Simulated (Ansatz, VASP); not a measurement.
## Two plane-wave programs on Rh

The input INCAR:

```
SYSTEM = Rh
PREC = Accurate ; ENCUT = 520
EDIFF = 1E-6 ; ISMEAR = 0
SIGMA = 0.15 ; LREAL = .False.
LASPH = .True. ; NELM = 100
ALGO = Fast ; ISIF = 2
LWAVE = .False. ; LCHARG = .True.
LELF = .True. ; LVHAR = .True.
NBANDS = 14
```

File KPOINTS:

```
Automatic mesh
0
Gamma
  22 22 22
  0 0 0
```

The input POSCAR:

```
Rh
1.0
    0.0000000000      1.7505696226      2.0429147496
    1.7505696226      0.0000000000      2.0429147496
    1.7505696226      1.7505696226      0.0000000000
Rh
1
Direct
    0.0000000000      0.0000000000      0.0000000000
```

Input for Ansatz:

```yaml
crystal:
  lattice:
    - [0.0, 1.7505696226, 2.0429147496]
    - [1.7505696226, 0.0, 2.0429147496]
    - [1.7505696226, 1.7505696226, 0.0]
  atoms:
    - { symbol: Rh, position: [0.0, 0.0, 0.0] }
basis:
  ecutwfc: 420
kpoints:
  mp_grid: { grid: [22, 22, 22] }
hamiltonian:
  xc: lda
  pseudopotentials: { kind: paw, azcp: { folder: soft_1 } }
scf:
  occupations: { method: gaussian, width: 0.15 }
output:
  forces: true
  stress: true
  eigenvalues: true
```

Alike in both runs: task single point; functional LDA; k mesh 22 × 22 × 22; occupations gaussian, width 0.15 eV; no spin polarisation.

|  | VASP | Ansatz |
| --- | --- | --- |
| version | VASP 6.6.1 | Ansatz 0.2.0 |
| potentials or method | VASP PAW LDA potentials, release 64 (Rh_pv), cutoff 520 eV | scalar-relativistic, plane waves, PAW |
| valence electrons in the cell | 15 | 17 |

Ansatz gave:

```
gap on the k mesh at the Fermi level (eV)                     : none
pressure (GPa)                                                : 25.3
traceless stress, the component that is largest in VASP (GPa) : -32.82
```

**Question.** Which values does VASP return?

**Answer.** gap on the k mesh at the Fermi level (eV): none; pressure (GPa): 26.2; traceless stress, the component that is largest in VASP (GPa): -32.86.

Ansatz warns that its potentials were made for another functional, while VASP's fit it. LDA's correlation is that of Perdew and Zunger in VASP and of Perdew and Wang (1992) in Ansatz. A gap of «none» marks a metal or a gap that the smearing closes. VASP's potentials hold 15 valence electrons a cell and Ansatz's 17, so a difference there can come from the potentials and not from the codes.
